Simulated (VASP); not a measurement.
# Pd (Fd-3m) in VASP: notebook

Pd is run at these levels: PBEsol; tasks: single point.

Program: VASP 6.6.1. These are calculated values, not measurements. Logs are shortened: lines on timing, memory, paths and dates and some standing lists are left out, and cuts for length are marked.

## (1) The cell of the first run

It takes space group Fd-3m (No. 227, cubic). The conventional cell has a = 5.278 Å, b = 5.278 Å, c = 5.278 Å, α = 90.00°, β = 90.00°, γ = 90.00°. Within 3.0 Å of Pd (site symmetry -43m) lie 4 Pd at 2.29 Å.

## (2) Single point, PBEsol (volume scaled by 0.8)

File INCAR:

```
SYSTEM = Pd
  ALGO = Normal
  EDIFF = 1E-6
  ENCUT = 520
  GGA = PS
  ISIF = 2
  ISMEAR = -1
  LASPH = .True.
  LCHARG = .False.
  LREAL = .False.
  LWAVE = .False.
  NBANDS = 17
  NELM = 80
  PREC = Accurate
  SIGMA = 0.05
```

File KPOINTS:

```
k-points
0
Gamma
  12 12 12
  0 0 0
```

File POSCAR:

```
Pd
1.0
    0.0000000000      2.6389313086      2.6389313086
    2.6389313086      0.0000000000      2.6389313086
    2.6389313086      2.6389313086      0.0000000000
Pd
2
Direct
   -0.1250000000     -0.1250000000     -0.1250000000
    0.1250000000      0.1250000000      0.1250000000
```

Potentials or basis: VASP PAW PBE potentials, release 64 (Pd).

The run is started by

```bash
cat potpaw_PBE.64/Pd/POTCAR > POTCAR
mpirun -np 1 vasp_std > vasp.out
```

OUTCAR:

```text
SYSTEM = Pd
   EDIFF = 1E-6
   ENCUT = 520
   GGA = PS
   ISIF = 2
   ISMEAR = -1
   LASPH = .True.
   LREAL = .False.
   NELM = 80
   PREC = Accurate

 ion  position               nearest neighbor table
   1  0.875  0.875  0.875-   2 2.29   2 2.29   2 2.29   2 2.29
   2  0.125  0.125  0.125-   1 2.29   1 2.29   1 2.29   1 2.29

  LATTYP: Found a face centered cubic cell.
 ALAT       =     5.2778626172

  Lattice vectors:

 A1 = (   0.0000000000,   2.6389313086,   2.6389313086)
 A2 = (   2.6389313086,   0.0000000000,   2.6389313086)
 A3 = (   2.6389313086,   2.6389313086,   0.0000000000)

Analysis of symmetry for initial positions (statically):
=====================================================================
 Subroutine PRICEL returns:
 Original cell was already a primitive cell.

 Routine SETGRP: Setting up the symmetry group for a
 face centered cubic supercell.

 Subroutine GETGRP returns: Found 48 space group operations
 (whereof 12 operations were pure point group operations)
 out of a pool of 48 trial point group operations.

The static configuration has the point symmetry D_3d.
 The point group associated with its full space group is O_h .

Analysis of symmetry for dynamics (positions and initial velocities):
=====================================================================
 Subroutine PRICEL returns:
 Original cell was already a primitive cell.

 Routine SETGRP: Setting up the symmetry group for a
 face centered cubic supercell.

 Subroutine GETGRP returns: Found 48 space group operations
 (whereof 12 operations were pure point group operations)
 out of a pool of 48 trial point group operations.

The dynamic configuration has the point symmetry D_3d.
 The point group associated with its full space group is O_h .

 Subroutine INISYM returns: Found 48 space group operations
 (whereof 12 operations are pure point group operations),
 and found     1 'primitive' translations

----------------------------------------------------------------------------------------

                                     Primitive cell

  volume of cell :      36.7548

  direct lattice vectors                    reciprocal lattice vectors
     0.000000000  2.638931309  2.638931309    -0.189470639  0.189470639  0.189470639
     2.638931309  0.000000000  2.638931309     0.189470639 -0.189470639  0.189470639
     2.638931309  2.638931309  0.000000000     0.189470639  0.189470639 -0.189470639

  length of vectors
     3.732012447  3.732012447  3.732012447     0.328172772  0.328172772  0.328172772

  position of ions in fractional coordinates (direct lattice)
     0.875000000  0.875000000  0.875000000
     0.125000000  0.125000000  0.125000000

  ion indices of the primitive-cell ions
   primitive index   ion index
                 1           1
                 2           2

----------------------------------------------------------------------------------------

 KPOINTS: k-points

Automatic generation of k-mesh.
 Grid dimensions read from file:
 generate k-points for:   12   12   12

 Generating k-lattice:

  Cartesian coordinates                     Fractional coordinates (reciprocal lattice)
    -0.015789220  0.015789220  0.015789220     0.083333333  0.000000000  0.000000000
     0.015789220 -0.015789220  0.015789220     0.000000000  0.083333333  0.000000000
     0.015789220  0.015789220 -0.015789220     0.000000000  0.000000000  0.083333333

  Length of vectors
     0.027347731  0.027347731  0.027347731

  Shift w.r.t. Gamma in fractional coordinates (k-lattice)
     0.000000000  0.000000000  0.000000000

 Subroutine IBZKPT returns following result:
 ===========================================

 Found     72 irreducible k-points:

 Following reciprocal coordinates:
            Coordinates               Weight
  0.000000  0.000000  0.000000      1.000000
  0.083333  0.000000  0.000000      8.000000
  0.166667  0.000000  0.000000      8.000000
  0.250000  0.000000  0.000000      8.000000
  0.333333  0.000000  0.000000      8.000000
  0.416667  0.000000  0.000000      8.000000
[... 16 lines left out ...]
  0.500000  0.166667  0.000000     24.000000
 -0.416667  0.166667  0.000000     24.000000
 [... further k-points ...]
   k-points           NKPTS =     72   k-points in BZ     NKDIM =     72   number of bands    NBANDS=     17
   number of dos      NEDOS =    301   number of ions     NIONS =      2
   total plane-waves  NPLWV =  21952
   dimension x,y,z NGX =    28 NGY =   28 NGZ =   28
   dimension x,y,z NGXF=    56 NGYF=   56 NGZF=   56
   ions per type =               2
   NGX,Y,Z   is equivalent  to a cutoff of  12.47, 12.47, 12.47 a.u.
   NGXF,Y,Z  is equivalent  to a cutoff of  24.95, 24.95, 24.95 a.u.
 SYSTEM =  Pd
   PREC   = accura    normal or accurate (medium, high low for compatibility)
   ISTART =      0    job   : 0-new  1-cont  2-samecut
   ICHARG =      2    charge: 1-file 2-atom 10-const
   ISPIN  =      1    spin polarized calculation?
   LNONCOLLINEAR =      F non collinear calculations
   LSORBIT =      F    spin-orbit coupling
   LASPH  =      T    aspherical Exc in radial PAW
   ENCUT  =  520.0 eV  38.22 Ry    6.18 a.u.   6.94  6.94  6.94*2*pi/ulx,y,z
   NELM   =     80;   NELMIN=  2; NELMDL= -5     # of ELM steps
   EDIFF  = 0.1E-05   stopping-criterion for ELM
   LREAL  =      F    real-space projection
   EDIFFG = 0.1E-04   stopping-criterion for IOM
   NSW    =      0    number of steps for IOM
   IBRION =     -1    ionic relax: 0-MD 1-quasi-New 2-CG
   NFREE  =      0    steps in history (QN), initial steepest desc. (CG)
   ISIF   =      2    stress and relaxation
   ISYM   =      2    0-nonsym 1-usesym 2-fastsym
   POTIM  = 0.5000    time-step for ionic-motion
   TEBEG  =    0.0;   TEEND  =   0.0 temperature during run
   PSTRESS=    0.0 pullay stress
   NELECT =      20.0000    total number of electrons
   NUPDOWN=      -1.0000    fix difference up-down
   EMIN   =  10.00;   EMAX   =-10.00  energy-range for DOS
   EFERMI =   0.00;   METHOD = LEGACY
   ISMEAR =    -1;   SIGMA  =   0.05  broadening in eV -4-tet -1-fermi 0-gaus
   EFERMI_NEDOS =   21; number of points for ismear=-14 and -15
   IALGO  =     38    algorithm
   IMIX   =      4    mixing-type and parameters
     AMIX     =   0.40;   BMIX     =  1.00
     AMIX_MAG =   1.60;   BMIX_MAG =  1.00
  volume/ion in A,a.u.               =      18.38       124.02
  Fermi-wavevector in a.u.,A,eV,Ry     =   1.336534  2.525683 24.304409  1.786324
  Thomas-Fermi vector in A             =   2.465153
   LORBIT       =      0    0 simple, 1 ext, 2 COOP (PROOUT), +10 PAW based schemes
   GGA     = PS    functional components
   LHFCALC =     F    Hartree Fock is set to
   AEXX    =    0.0000 exact exchange contribution
   IVDW    =     0    specifies the selected vdW correction
   LEPSILON=     F    determine dielectric tensor
   LRPA    =     F    only Hartree local field effects (RPA)
 non-spin polarized calculation
  energy-cutoff  :      520.00
  volume of cell :       36.75
 maximum number of plane-waves:      1004
   NGX = 13   NGY = 13   NGZ = 13

 number of electron      19.9999994 magnetization

 Free energy of the ion-electron system (eV)
  ---------------------------------------------------
  ext. energy  EPLUGINS =         0.00000000
  ---------------------------------------------------
  free energy    TOTEN  =        -8.54025322 eV

  energy without entropy =       -8.49425342  energy(sigma->0) =       -8.51725332

 E-fermi :   7.1907     XC(G=0): -11.7331

 val. band max:        7.1868439055   @ k =  -0.3333   0.3333   0.1667
 cond. band min:       7.1917868023   @ k =   0.2500   0.0833   0.0000
 fundamental gap:      0.0049428968
 Fermi energy:         7.1906862602

 k-point     1 :       0.0000    0.0000    0.0000
  band No.  band energies     occupation
      1       0.9658      2.00000
      2       2.1449      2.00000
      3       2.1449      2.00000
      4       2.5160      2.00000
      5       2.5160      2.00000
      6       2.5160      2.00000
[... 9 lines left out ...]
     16      21.0531      0.00000
     17      21.4920      0.00000

 k-point     2 :       0.0833    0.0000    0.0000
  band No.  band energies     occupation
      1       1.0946      2.00000
      2       2.0632      2.00000
      3       2.0632      2.00000
      4       2.5171      2.00000
      5       2.6365      2.00000
      6       2.6365      2.00000
[... 9 lines left out ...]
     16      21.4997      0.00000
     17      21.9094      0.00000

 k-point     3 :       0.1667    0.0000    0.0000
  band No.  band energies     occupation
      1       1.4498      2.00000
      2       1.9670      2.00000
      3       1.9670      2.00000
      4       2.5406      2.00000
      5       2.8204      2.00000
      6       2.8204      2.00000
[... 9 lines left out ...]
     16      22.0871      0.00000
     17      22.0904      0.00000

 k-point     4 :       0.2500    0.0000    0.0000
  band No.  band energies     occupation
      1       1.8899      2.00000
      2       1.9461      2.00000
      3       1.9461      2.00000
      4       2.6635      2.00000
      5       2.9076      2.00000
      6       2.9076      2.00000
[... 9 lines left out ...]
     16      21.8998      0.00000
     17      21.8998      0.00000

 k-point     5 :       0.3333    0.0000    0.0000
  band No.  band energies     occupation
      1       2.0150      2.00000
      2       2.0150      2.00000
      3       2.1618      2.00000
      4       2.8377      2.00000
      5       2.8377      2.00000
      6       2.9131      2.00000
[... 9 lines left out ...]
     16      21.6813      0.00000
     17      21.6813      0.00000

 k-point     6 :       0.4167    0.0000    0.0000
  band No.  band energies     occupation
      1       2.1623      2.00000
      2       2.1623      2.00000
      3       2.2825      2.00000
      4       2.6526      2.00000
      5       2.6526      2.00000
      6       3.0014      2.00000
[... 9 lines left out ...]
     16      21.5328      0.00000
     17      21.5328      0.00000

 k-point     7 :       0.5000    0.0000    0.0000
  band No.  band energies     occupation
      1       2.3037      2.00000
      2       2.3037      2.00000
      3       2.3274      2.00000
      4       2.4912      2.00000
      5       2.4912      2.00000
      6       2.9832      2.00000
[... 9 lines left out ...]
     16      21.4813      0.00000
     17      21.4813      0.00000

 k-point     8 :       0.0833    0.0833    0.0000
  band No.  band energies     occupation
      1       1.1394      2.00000
      2       1.9242      2.00000
      3       2.2179      2.00000
      4       2.5100      2.00000
      5       2.5100      2.00000
      6       2.7839      2.00000
[... 9 lines left out ...]
     16      21.6181      0.00000
     17      22.2525      0.00000
[... 203 lines left out ...]
      1       1.6470      2.00000
      2       1.6489      2.00000
      3       2.4337      2.00000
      4       2.4869      2.00000
      5       2.4869      2.00000
      6       3.2039      2.00000
[... 9 lines left out ...]
     16      19.5581      0.00000
     17      23.0828      0.00000

 k-point    20 :       0.2500    0.1667    0.0000
  band No.  band energies     occupation
      1       1.5641      2.00000
      2       2.0224      2.00000
      3       2.4021      2.00000
      4       2.5208      2.00000
      5       2.6393      2.00000
      6       3.4076      2.00000
[... 9 lines left out ...]
     16      19.9235      0.00000
     17      23.2198      0.00000

 k-point    21 :       0.3333    0.1667    0.0000
  band No.  band energies     occupation
      1       1.5538      2.00000
      2       2.1701      2.00000
      3       2.3865      2.00000
      4       2.7304      2.00000
      5       2.8747      2.00000
      6       3.4841      2.00000
[... 9 lines left out ...]
     16      21.0692      0.00000
     17      23.1757      0.00000

 k-point    22 :       0.4167    0.1667    0.0000
  band No.  band energies     occupation
      1       1.5956      2.00000
      2       2.1572      2.00000
      3       2.3466      2.00000
      4       2.7900      2.00000
      5       3.1861      2.00000
      6       3.4105      2.00000
[... 9 lines left out ...]
     16      22.5223      0.00000
     17      23.1560      0.00000

 k-point    23 :       0.5000    0.1667    0.0000
  band No.  band energies     occupation
      1       1.6457      2.00000
      2       2.2058      2.00000
      3       2.2093      2.00000
      4       2.9313      2.00000
      5       3.2346      2.00000
      6       3.2520      2.00000
[... 9 lines left out ...]
     16      23.1056      0.00000
     17      23.4271      0.00000

 k-point    24 :      -0.4167    0.1667    0.0000
  band No.  band energies     occupation
      1       1.7000      2.00000
      2       2.0130      2.00000
      3       2.3422      2.00000
      4       2.9938      2.00000
      5       3.1429      2.00000
      6       3.2689      2.00000
[... 9 lines left out ...]
     16      22.9642      0.00000
     17      23.0006      0.00000

 [... further k-points ...]

------------------------ aborting loop because EDIFF is reached ----------------------------------------

  FORCE on cell =-STRESS in cart. coord.  units (eV):
  Direction    XX          YY          ZZ          XY          YZ          ZX
  --------------------------------------------------------------------------------------
  -------------------------------------------------------------------------------------
  Total        7.2838964      7.2838964      7.2838964      0.0000000      0.0000000     -0.0000000
  in kB      317.5119626    317.5119626    317.5119626      0.0000000      0.0000000     -0.0000000
  external PRESSURE =     317.5119626 kB  Pullay stress =       0.0000000 kB

 VOLUME and BASIS-vectors are now :
 -----------------------------------------------------------------------------
  energy-cutoff  :      520.00
  volume of cell :       36.75
      direct lattice vectors                 reciprocal lattice vectors
     0.000000000  2.638931309  2.638931309    -0.189470639  0.189470639  0.189470639
     2.638931309  0.000000000  2.638931309     0.189470639 -0.189470639  0.189470639
     2.638931309  2.638931309  0.000000000     0.189470639  0.189470639 -0.189470639

 POSITION                                       TOTAL-FORCE (eV/Angst)
 -----------------------------------------------------------------------------------
      4.61813      4.61813      4.61813        -0.000000     -0.000000     -0.000000
      0.65973      0.65973      0.65973         0.000000      0.000000      0.000000
 -----------------------------------------------------------------------------------
    total drift:                                0.000000     -0.000000     -0.000000

  FREE ENERGIE OF THE ION-ELECTRON SYSTEM (eV)
  ---------------------------------------------------
  free  energy   TOTEN  =        -8.5402532167 eV

  energy  without entropy=       -8.4942534238  energy(sigma->0) =       -8.51725332
```

It took 34 s on 1 thread of Intel Xeon Platinum 8259CL at 2.50GHz (Skylake/Cascade Lake), shared host; peak memory 0.17 GiB.

Results:

- Free energy: -8.5403 eV
- Pressure: 31.8 GPa
- Band gap on the k mesh: zero (band 10 reaches 7.36 eV, above the bottom of band 11 at 6.73 eV)

Levels at points of the mesh, in eV from the Fermi level:
```tsv
k point	band 6	band 7	band 8	band 9	band 10	band 11	band 12	band 13	band 14	band 15
(0.00, 0.00, 0.00)	-4.67	-2.01	-2.01	-2.01	-0.15	-0.15	13.35	13.53	13.53	13.53
(0.50, 0.00, 0.00)	-4.21	-1.49	-1.49	-0.92	-0.46	-0.46	1.66	10.10	10.10	10.94
(0.50, 0.50, 0.00)	-2.77	-2.68	-2.68	-0.20	-0.20	2.19	2.19	5.04	5.04	11.00
```

Caveat: the PAW data sets were made with another functional, which shifts forces and pressure a little.

(Part 1 of 2 ends here.)
